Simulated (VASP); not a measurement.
# Au in VASP: a series of runs, part 2 of 2

VASP 6.6.1. Earlier steps stand in the parts before.

**3. Single point, r2SCAN (strain -0.015 along x and y, -0.015 along z)**

POSCAR reads:

```
Au
1.0
   -1.6324099650      1.6324099650      1.6324099650
    1.6324099650     -1.6324099650      1.6324099650
    1.6324099650      1.6324099650     -1.6324099650
Au
1
Direct
    0.0000000000      0.0000000000      0.0000000000
```

INCAR.step1 reads:

```
PREC = Accurate ; ENCUT = 520
ISMEAR = 0 ; SIGMA = 0.15
LREAL = False ; LASPH = True
NELM = 60 ; NBANDS = 12
GGA = PE ; ALGO = Normal
EDIFF = 1E-4 ; LWAVE = True
LCHARG = False
```

INCAR.step2 reads:

```
PREC = Accurate ; ENCUT = 520
EDIFF = 1E-7 ; ISMEAR = 0
SIGMA = 0.15 ; LREAL = False
LASPH = True ; NELM = 60
ALGO = Normal ; ISIF = 2
LWAVE = False ; LCHARG = False
METAGGA = R2SCAN ; LMIXTAU = True
NBANDS = 12 ; ISTART = 1
```

KPOINTS reads:

```
regular mesh
0
Gamma
  20 20 20
```

Potentials or basis: VASP PAW PBE potentials, release 64 (Au).

On the command line:

```bash
$ cat potpaw_PBE.64/Au/POTCAR > POTCAR
$ cp INCAR.step1 INCAR
$ mpirun -np 1 vasp_std > vasp.out
$ cp INCAR.step2 INCAR
$ mpirun -np 1 vasp_std > vasp.out
```

OUTCAR:

```text
PREC = Accurate
   ENCUT = 520
   EDIFF = 1E-7
   ISMEAR = 0
   LREAL = False
   LASPH = True
   NELM = 60
   ISIF = 2
   METAGGA = R2SCAN
   ISTART = 1

 ion  position               nearest neighbor table
   1  0.000  0.000  0.000-

  LATTYP: Found a body centered cubic cell.
 ALAT       =     3.2648199300

  Lattice vectors:

 A1 = (  -1.6324099650,   1.6324099650,   1.6324099650)
 A2 = (   1.6324099650,  -1.6324099650,   1.6324099650)
 A3 = (   1.6324099650,   1.6324099650,  -1.6324099650)

Analysis of symmetry for initial positions (statically):
=====================================================================
 Subroutine PRICEL returns:
 Original cell was already a primitive cell.

 Routine SETGRP: Setting up the symmetry group for a
 body centered cubic supercell.

 Subroutine GETGRP returns: Found 48 space group operations
 (whereof 48 operations were pure point group operations)
 out of a pool of 48 trial point group operations.

The static configuration has the point symmetry O_h .

Analysis of symmetry for dynamics (positions and initial velocities):
=====================================================================
 Subroutine PRICEL returns:
 Original cell was already a primitive cell.

 Routine SETGRP: Setting up the symmetry group for a
 body centered cubic supercell.

 Subroutine GETGRP returns: Found 48 space group operations
 (whereof 48 operations were pure point group operations)
 out of a pool of 48 trial point group operations.

The dynamic configuration has the point symmetry O_h .

 Subroutine INISYM returns: Found 48 space group operations
 (whereof 48 operations are pure point group operations),
 and found     1 'primitive' translations

----------------------------------------------------------------------------------------

                                     Primitive cell

  volume of cell :      17.3999

  direct lattice vectors                    reciprocal lattice vectors
    -1.632409965  1.632409965  1.632409965     0.000000000  0.306295606  0.306295606
     1.632409965 -1.632409965  1.632409965     0.306295606  0.000000000  0.306295606
     1.632409965  1.632409965 -1.632409965     0.306295606  0.306295606  0.000000000

  length of vectors
     2.827416998  2.827416998  2.827416998     0.433167401  0.433167401  0.433167401

  position of ions in fractional coordinates (direct lattice)
     0.000000000  0.000000000  0.000000000

  ion indices of the primitive-cell ions
   primitive index   ion index
                 1           1

----------------------------------------------------------------------------------------

 KPOINTS: regular mesh

Automatic generation of k-mesh.
 Grid dimensions read from file:
 generate k-points for:   20   20   20

 Generating k-lattice:

  Cartesian coordinates                     Fractional coordinates (reciprocal lattice)
     0.000000000  0.015314780  0.015314780     0.050000000  0.000000000  0.000000000
     0.015314780  0.000000000  0.015314780     0.000000000  0.050000000  0.000000000
     0.015314780  0.015314780  0.000000000     0.000000000  0.000000000  0.050000000

  Length of vectors
     0.021658370  0.021658370  0.021658370

  Shift w.r.t. Gamma in fractional coordinates (k-lattice)
     0.000000000  0.000000000  0.000000000

 Subroutine IBZKPT returns following result:
 ===========================================

 Found    256 irreducible k-points:

 Following reciprocal coordinates:
            Coordinates               Weight
  0.000000  0.000000  0.000000      1.000000
  0.050000  0.000000  0.000000     12.000000
  0.100000  0.000000  0.000000     12.000000
  0.150000  0.000000  0.000000     12.000000
  0.200000  0.000000  0.000000     12.000000
  0.250000  0.000000  0.000000     12.000000
[... 16 lines left out ...]
  0.200000  0.100000  0.000000     48.000000
  0.250000  0.100000 -0.000000     48.000000
 [... further k-points ...]
   k-points           NKPTS =    256   k-points in BZ     NKDIM =    256   number of bands    NBANDS=     12
   number of dos      NEDOS =    301   number of ions     NIONS =      1
   total plane-waves  NPLWV =  13824
   dimension x,y,z NGX =    24 NGY =   24 NGZ =   24
   dimension x,y,z NGXF=    48 NGYF=   48 NGZF=   48
   ions per type =               1
   NGX,Y,Z   is equivalent  to a cutoff of  14.11, 14.11, 14.11 a.u.
   NGXF,Y,Z  is equivalent  to a cutoff of  28.22, 28.22, 28.22 a.u.
 SYSTEM =  unknown system
   PREC   = accura    normal or accurate (medium, high low for compatibility)
   ISTART =      1    job   : 0-new  1-cont  2-samecut
   ICHARG =      0    charge: 1-file 2-atom 10-const
   ISPIN  =      1    spin polarized calculation?
   LNONCOLLINEAR =      F non collinear calculations
   LSORBIT =      F    spin-orbit coupling
   LASPH  =      T    aspherical Exc in radial PAW
   ENCUT  =  520.0 eV  38.22 Ry    6.18 a.u.   5.26  5.26  5.26*2*pi/ulx,y,z
   NELM   =     60;   NELMIN=  2; NELMDL=  0     # of ELM steps
   EDIFF  = 0.1E-06   stopping-criterion for ELM
   LREAL  =      F    real-space projection
   EDIFFG = 0.1E-05   stopping-criterion for IOM
   NSW    =      0    number of steps for IOM
   IBRION =     -1    ionic relax: 0-MD 1-quasi-New 2-CG
   NFREE  =      0    steps in history (QN), initial steepest desc. (CG)
   ISIF   =      2    stress and relaxation
   ISYM   =      2    0-nonsym 1-usesym 2-fastsym
   POTIM  = 0.5000    time-step for ionic-motion
   TEBEG  =    0.0;   TEEND  =   0.0 temperature during run
   PSTRESS=    0.0 pullay stress
   NELECT =      11.0000    total number of electrons
   NUPDOWN=      -1.0000    fix difference up-down
   EMIN   =  10.00;   EMAX   =-10.00  energy-range for DOS
   EFERMI =   0.00;   METHOD = LEGACY
   ISMEAR =     0;   SIGMA  =   0.15  broadening in eV -4-tet -1-fermi 0-gaus
   EFERMI_NEDOS =   21; number of points for ismear=-14 and -15
   IALGO  =     38    algorithm
   IMIX   =      4    mixing-type and parameters
     AMIX     =   0.40;   BMIX     =  1.00
     AMIX_MAG =   1.60;   BMIX_MAG =  1.00
  volume/ion in A,a.u.               =      17.40       117.42
  Fermi-wavevector in a.u.,A,eV,Ry     =   1.405044  2.655148 26.859911  1.974148
  Thomas-Fermi vector in A             =   2.527544
   LORBIT       =      0    0 simple, 1 ext, 2 COOP (PROOUT), +10 PAW based schemes
   METAGGA = R2SCAN    functional components
   LHFCALC =     F    Hartree Fock is set to
   AEXX    =    0.0000 exact exchange contribution
   IVDW    =     0    specifies the selected vdW correction
   LEPSILON=     F    determine dielectric tensor
   LRPA    =     F    only Hartree local field effects (RPA)
 non-spin polarized calculation
 Gauss-broadening in eV      SIGMA  =   0.15
  energy-cutoff  :      520.00
  volume of cell :       17.40
 maximum number of plane-waves:       484
 NGX is ok and might be reduce to    24
   NGX = 11   NGY = 11   NGZ = 11

 number of electron      11.0000002 magnetization

 Free energy of the ion-electron system (eV)
  ---------------------------------------------------
  ext. energy  EPLUGINS =         0.00000000
  ---------------------------------------------------
  free energy    TOTEN  =       -50.57495957 eV

  energy without entropy =      -50.57275170  energy(sigma->0) =      -50.57385564

 E-fermi :   9.0554     XC(G=0): -13.4789

 val. band max:        8.9970130590   @ k =   0.4000   0.0500   0.0500
 cond. band min:       9.1607753203   @ k =   0.4000   0.1000  -0.0000
 fundamental gap:      0.1637622612
 Fermi energy:         9.0554458390

 k-point     1 :       0.0000    0.0000    0.0000
  band No.  band energies     occupation
      1      -0.8636      2.00000
      2       3.9562      2.00000
      3       3.9562      2.00000
      4       3.9562      2.00000
      5       5.8734      2.00000
      6       5.8734      2.00000
      7      26.4116      0.00000
      8      26.4116      0.00000
      9      26.4116      0.00000
     10      33.8900      0.00000
     11      33.8900      0.00000
     12      33.8900      0.00000
[... 331 lines left out ...]
 k-point    24 :       0.2500    0.1000   -0.0000
  band No.  band energies     occupation
      1       1.7173      2.00000
      2       3.2837      2.00000
      3       4.2037      2.00000
      4       5.5178      2.00000
      5       6.0284      2.00000
      6       6.5223      2.00000
      7      19.3691      0.00000
      8      23.2350      0.00000
      9      25.2503      0.00000
     10      29.3215      0.00000
     11      32.2363      0.00000
     12      32.9169      0.00000

 [... further k-points ...]

------------------------ aborting loop because EDIFF is reached ----------------------------------------

  FORCE on cell =-STRESS in cart. coord.  units (eV):
  Direction    XX          YY          ZZ          XY          YZ          ZX
  --------------------------------------------------------------------------------------
  -------------------------------------------------------------------------------------
  Total        0.2085896      0.2085896      0.2085896     -0.0000000      0.0000000     -0.0000000
  in kB       19.2068252     19.2068252     19.2068252     -0.0000000      0.0000000     -0.0000000
  external PRESSURE =      19.2068252 kB  Pullay stress =       0.0000000 kB

 VOLUME and BASIS-vectors are now :
 -----------------------------------------------------------------------------
  energy-cutoff  :      520.00
  volume of cell :       17.40
      direct lattice vectors                 reciprocal lattice vectors
    -1.632409965  1.632409965  1.632409965     0.000000000  0.306295606  0.306295606
     1.632409965 -1.632409965  1.632409965     0.306295606  0.000000000  0.306295606
     1.632409965  1.632409965 -1.632409965     0.306295606  0.306295606  0.000000000

 POSITION                                       TOTAL-FORCE (eV/Angst)
 -----------------------------------------------------------------------------------
      0.00000      0.00000      0.00000        -0.000000      0.000000      0.000000
 -----------------------------------------------------------------------------------
    total drift:                               -0.000000      0.000000      0.000000

  FREE ENERGIE OF THE ION-ELECTRON SYSTEM (eV)
  ---------------------------------------------------
  free  energy   TOTEN  =       -50.5749595665 eV

  energy  without entropy=      -50.5727517047  energy(sigma->0) =      -50.57385564
```

OUTCAR.step1:

```text
PREC = Accurate
   ENCUT = 520
   ISMEAR = 0
   LREAL = False
   LASPH = True
   NELM = 60
[... 575 lines left out ...]

 POSITION                                       TOTAL-FORCE (eV/Angst)
 -----------------------------------------------------------------------------------
      0.00000      0.00000      0.00000         0.000000     -0.000000      0.000000
 -----------------------------------------------------------------------------------
    total drift:                               -0.000000      0.000000      0.000000

  FREE ENERGIE OF THE ION-ELECTRON SYSTEM (eV)
  ---------------------------------------------------
  free  energy   TOTEN  =        -3.1931215706 eV

  energy  without entropy=       -3.1909747989  energy(sigma->0) =       -3.19204818
```

It took 2.3 min on 1 thread of Intel Xeon Platinum 8488C (Sapphire Rapids), shared host; peak memory 0.18 GiB.

Results:

| Quantity | Value |
| --- | --- |
| Free energy | -50.5750 eV |
| Pressure | 1.9 GPa |
| Band gap on the k mesh | zero (an odd number of electrons rules out a gap without spin polarisation) |

Levels at points of the mesh, in eV from the Fermi level:
```
           k point  band 3  band 4  band 5  band 6  band 7  band 8  band 9  band 10
(0.00, 0.00, 0.00)   -5.10   -5.10   -3.18   -3.18   17.36   17.36   17.36    24.83
(0.50, 0.00, 0.00)   -3.33   -3.00   -1.62   -0.44    3.51   13.03   14.31    22.43
(0.50, 0.50, 0.50)   -2.00   -2.00   -2.00    6.57    6.57    6.57    9.83    16.44
```

Caveat: the cell differs from its parent crystal (strain -0.015 along x and y, -0.015 along z); the PAW data sets were made with another functional, which shifts forces and pressure a little; spin-orbit coupling is left out, which moves the levels of the heavy elements.

**4. Single point, r2SCAN (strain +0.015 along x and y, +0.015 along z)**

POSCAR reads:

```
Au
1.0
   -1.6821280350      1.6821280350      1.6821280350
    1.6821280350     -1.6821280350      1.6821280350
    1.6821280350      1.6821280350     -1.6821280350
Au
1
Direct
    0.0000000000      0.0000000000      0.0000000000
```

INCAR.step1 reads:

```
SYSTEM = Au
PREC = Accurate
ENCUT = 520
ISMEAR = 0
SIGMA = 0.15
LREAL = .False.
LASPH = .True.
NELM = 80
NBANDS = 12
GGA = PE
ALGO = Normal
EDIFF = 1E-4
LWAVE = .True.
LCHARG = .False.
```

INCAR.step2 reads:

```
SYSTEM = Au
PREC = Accurate
ENCUT = 520
EDIFF = 1E-6
ISMEAR = 0
SIGMA = 0.15
LREAL = .False.
LASPH = .True.
NELM = 80
ALGO = Normal
ISIF = 2
LWAVE = .False.
LCHARG = .False.
METAGGA = R2SCAN
LMIXTAU = .True.
NBANDS = 12
ISTART = 1
```

KPOINTS reads:

```
Automatic mesh
0
Gamma
  20 20 20
  0 0 0
```

Potentials or basis: VASP PAW PBE potentials, release 64 (Au).

On the command line:

```bash
$ cat potpaw_PBE.64/Au/POTCAR > POTCAR
$ cp INCAR.step1 INCAR
$ mpirun -np 1 vasp_std > vasp.out
$ cp INCAR.step2 INCAR
$ mpirun -np 1 vasp_std > vasp.out
```

OUTCAR:

```text
SYSTEM = Au
   PREC = Accurate
   ENCUT = 520
   EDIFF = 1E-6
   ISMEAR = 0
   LREAL = .False.
   LASPH = .True.
   NELM = 80
   ISIF = 2
   METAGGA = R2SCAN
   ISTART = 1

 ion  position               nearest neighbor table
   1  0.000  0.000  0.000-

  LATTYP: Found a body centered cubic cell.
 ALAT       =     3.3642560700

  Lattice vectors:

 A1 = (  -1.6821280350,   1.6821280350,   1.6821280350)
 A2 = (   1.6821280350,  -1.6821280350,   1.6821280350)
[... 540 lines left out ...]
     12      30.5467      0.00000

 [... further k-points ...]

------------------------ aborting loop because EDIFF is reached ----------------------------------------

  FORCE on cell =-STRESS in cart. coord.  units (eV):
  Direction    XX          YY          ZZ          XY          YZ          ZX
  --------------------------------------------------------------------------------------
  -------------------------------------------------------------------------------------
  Total       -1.0969025     -1.0969025     -1.0969025      0.0000000      0.0000000      0.0000000
  in kB      -92.3084530    -92.3084530    -92.3084530      0.0000000      0.0000000      0.0000000
  external PRESSURE =     -92.3084530 kB  Pullay stress =       0.0000000 kB

 VOLUME and BASIS-vectors are now :
 -----------------------------------------------------------------------------
  energy-cutoff  :      520.00
  volume of cell :       19.04
      direct lattice vectors                 reciprocal lattice vectors
    -1.682128035  1.682128035  1.682128035     0.000000000  0.297242534  0.297242534
     1.682128035 -1.682128035  1.682128035     0.297242534  0.000000000  0.297242534
     1.682128035  1.682128035 -1.682128035     0.297242534  0.297242534  0.000000000

 POSITION                                       TOTAL-FORCE (eV/Angst)
 -----------------------------------------------------------------------------------
      0.00000      0.00000      0.00000        -0.000000      0.000000     -0.000000
 -----------------------------------------------------------------------------------
    total drift:                                0.000000      0.000000     -0.000000

  FREE ENERGIE OF THE ION-ELECTRON SYSTEM (eV)
  ---------------------------------------------------
  free  energy   TOTEN  =       -50.5319662384 eV

  energy  without entropy=      -50.5277493985  energy(sigma->0) =      -50.52985782
```

OUTCAR.step1:

```text
SYSTEM = Au
   PREC = Accurate
   ENCUT = 520
   ISMEAR = 0
   LREAL = .False.
   LASPH = .True.
   NELM = 80
[... 577 lines left out ...]
 -----------------------------------------------------------------------------------
      0.00000      0.00000      0.00000         0.000000     -0.000000      0.000000
 -----------------------------------------------------------------------------------
    total drift:                               -0.000000      0.000000     -0.000000

  FREE ENERGIE OF THE ION-ELECTRON SYSTEM (eV)
  ---------------------------------------------------
  free  energy   TOTEN  =        -3.1793658012 eV

  energy  without entropy=       -3.1755395642  energy(sigma->0) =       -3.17745268
```

It took 1.8 min on 1 thread of Intel Xeon Platinum 8488C (Sapphire Rapids), shared host; peak memory 0.19 GiB.

Results:

```
Free energy            : -50.5320 eV
Pressure               : -9.2 GPa
Band gap on the k mesh : zero (an odd number of electrons rules out a gap without spin polarisation)
```

Caveat: the cell differs from its parent crystal (strain +0.015 along x and y, +0.015 along z); the cell stands under tension; the PAW data sets were made with another functional, which shifts forces and pressure a little; spin-orbit coupling is left out, which moves the levels of the heavy elements.

**5. Single point, r2SCAN (strain +0.000 along x and y, -0.030 along z)**

POSCAR reads:

```
Au
1.0
   -1.6572690000      1.6572690000      1.6075509300
    1.6572690000     -1.6572690000      1.6075509300
    1.6572690000      1.6572690000     -1.6075509300
Au
1
Direct
    0.0000000000      0.0000000000      0.0000000000
```

INCAR.step1 reads:

```
ALGO     = Normal         # electronic algorithm
EDIFF    = 1E-4           # SCF threshold, eV
ENCUT    = 520            # plane-wave cutoff, eV
GGA      = PE             # functional
ISMEAR   = 0              # smearing method
LASPH    = True           # aspherical terms in the spheres
LCHARG   = False          # write CHGCAR
LREAL    = False          # projectors in reciprocal space
LWAVE    = True           # write WAVECAR
NBANDS   = 12             # bands
NELM     = 100            # most SCF steps
PREC     = Accurate       # precision mode
SIGMA    = 0.15           # smearing width, eV
```

INCAR.step2 reads:

```
ALGO     = Normal         # electronic algorithm
EDIFF    = 1E-7           # SCF threshold, eV
ENCUT    = 520            # plane-wave cutoff, eV
ISIF     = 2              # what is computed and relaxed
ISMEAR   = 0              # smearing method
ISTART   = 1            
LASPH    = True           # aspherical terms in the spheres
LCHARG   = False          # write CHGCAR
LMIXTAU  = True         
LREAL    = False          # projectors in reciprocal space
LWAVE    = False          # write WAVECAR
METAGGA  = R2SCAN         # meta-GGA
NBANDS   = 12             # bands
NELM     = 100            # most SCF steps
PREC     = Accurate       # precision mode
SIGMA    = 0.15           # smearing width, eV
```

KPOINTS reads:

```
k-points
0
Gamma
  20 20 20
```

On the command line:

```bash
$ cat potpaw_PBE.64/Au/POTCAR > POTCAR
$ cp INCAR.step1 INCAR
$ mpirun -np 1 vasp_std > vasp.out
$ cp INCAR.step2 INCAR
$ mpirun -np 1 vasp_std > vasp.out
```

Run time: 4.2 min. Hardware: 1 thread of Intel Xeon Platinum 8488C (Sapphire Rapids), shared host; peak memory 0.25 GiB.

It converged, with:

| Item | Value |
| --- | --- |
| Free energy | -50.5763 eV |
| Pressure | -0.4 GPa |
| Band gap on the k mesh | zero (an odd number of electrons rules out a gap without spin polarisation) |

Stress tensor (GPa, compression positive):
```
-0.35  0.00  0.00
 0.00 -0.35  0.00
 0.00  0.00 -0.42
```

Levels at points of the mesh, in eV from the Fermi level:
```csv
k point,band 4,band 5,band 6,band 7,band 8,band 9
"(0.00, 0.00, 0.00)",-4.96,-3.28,-3.06,17.14,17.14,17.72
"(0.50, 0.00, 0.00)",-2.90,-1.63,-0.33,3.49,12.85,13.94
"(0.50, 0.50, 0.00)",-3.06,-1.67,-0.51,3.23,13.31,14.67
"(0.50, 0.50, 0.50)",-2.04,-1.97,6.24,6.24,7.15,9.59
```

Caveat: the cell differs from its parent crystal (strain +0.000 along x and y, -0.030 along z); the PAW data sets were made with another functional, which shifts forces and pressure a little; spin-orbit coupling is left out, which moves the levels of the heavy elements.

**6. Overview**

```tsv
cell	gap on the mesh (eV)	pressure (GPa)
a = 2.784 Å, angles 109.5°, 1 atom	none	10.6
a = 2.827 Å, angles 109.5°, 1 atom	none	1.9
a = 2.914 Å, angles 109.5°, 1 atom	none	-9.2
a = 2.842 Å, angles 108.7, 108.7, 111.1°, 1 atom	none	-0.4
```

Alike in all rows: task single point; level r2SCAN; potentials or basis VASP PAW PBE potentials, release 64 (Au); no spin polarisation; k mesh 20 × 20 × 20; cutoff (eV) 520; smearing gaussian 0.15 eV.

Caveats: the PAW data sets were made with another functional, which shifts forces and pressure a little; spin-orbit coupling is left out, which moves the levels of the heavy elements; the cell stands under pressure (at least some runs); the cell stands under tension (at least some runs).

Absolute energies hang on the potentials; compare differences alone.
